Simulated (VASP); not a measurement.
# NaH: relaxation of cell and atoms with PBEsol

The system is NaH.

```
Na H
1.0
     0.00000    2.41604    2.41604
     2.41604    0.00000    2.41604
     2.41604    2.41604    0.00000
Na H
1 1
Cartesian
  0.0000 0.0000 0.0000
  2.4160 2.4160 2.4160
```

| Property | Result |
| --- | --- |
| Program | VASP 6.6.1 |
| Task | relaxation of cell and atoms |
| Functional | PBEsol |
| Potentials or basis | VASP PAW PBE potentials, release 64 (Na_pv, H) |
| Cutoff | 600 eV |
| k mesh | 8 × 8 × 8 |
| Occupations | fermi-dirac, width 0.02 eV |
| Spin | no spin polarisation |
| Dipole correction | no |
| Further INCAR settings | ALGO = Normal; EDIFF = 1e-06; IBRION = 2; EDIFFG = -0.005; NSW = 80; ISIF = 3 |

```
Relaxed volume                        : 13.77 Å³/atom
Relaxed cell                          : a = 3.390 Å, b = 3.390 Å, c = 3.390 Å, α = 60.00°, β = 60.00°, γ = 60.00°
Space group after relaxing (to 0.1 Å) : Fm-3m (No. 225)
Energy gained by relaxing             : 0.6 meV/atom
Ionic steps                           : 6
Pressure after relaxing               : 0.0 GPa
Band gap on the k mesh                : 3.60 eV (least direct gap 4.51 eV)
```

Step by step:
| step | energy change (eV) | largest force (eV/Å) | pressure (GPa) | volume (Å³) |
| --- | --- | --- | --- | --- |
| 1 | 0.0000 | 0.0000 | -0.57 | 28.21 |
| 2 | -0.0006 | 0.0000 | -0.32 | 28.00 |
| 3 | -0.0009 | 0.0000 | -0.26 | 27.89 |
| 4 | -0.0012 | 0.0000 | -0.11 | 27.66 |
| 5 | -0.0009 | 0.0000 | 0.29 | 27.22 |
| 6 | -0.0012 | 0.0000 | -0.03 | 27.54 |

Final structure:
```
Na H
1.0
     0.00000    2.39693    2.39693
     2.39693    0.00000    2.39693
     2.39693    2.39693    0.00000
Na H
1 1
Direct
  0.00000 0.00000 0.00000
  0.50000 0.50000 0.50000
```

Levels at points of the mesh, in eV from the valence-band top:
```
           k point  band 1  band 2  band 3  band 4  band 5  band 6  band 7  band 8
(0.00, 0.00, 0.00)  -21.96  -21.96  -21.96   -3.79   10.63   15.58   15.58   15.58
(0.50, 0.00, 0.00)  -22.06  -21.97  -21.97   -0.91    3.60   10.79   13.38   13.38
(0.50, 0.50, 0.00)  -22.05  -21.99  -21.99   -0.19    4.46    9.86   10.65   10.65
```

It took 14 s on 1 thread of Intel(R) Xeon(R) 6975P-C (Granite Rapids) (shared host), peak memory 0.15 GiB.

Caveat: the PAW data sets were made with another functional, which shifts forces and pressure a little. A k mesh can miss the band edges.
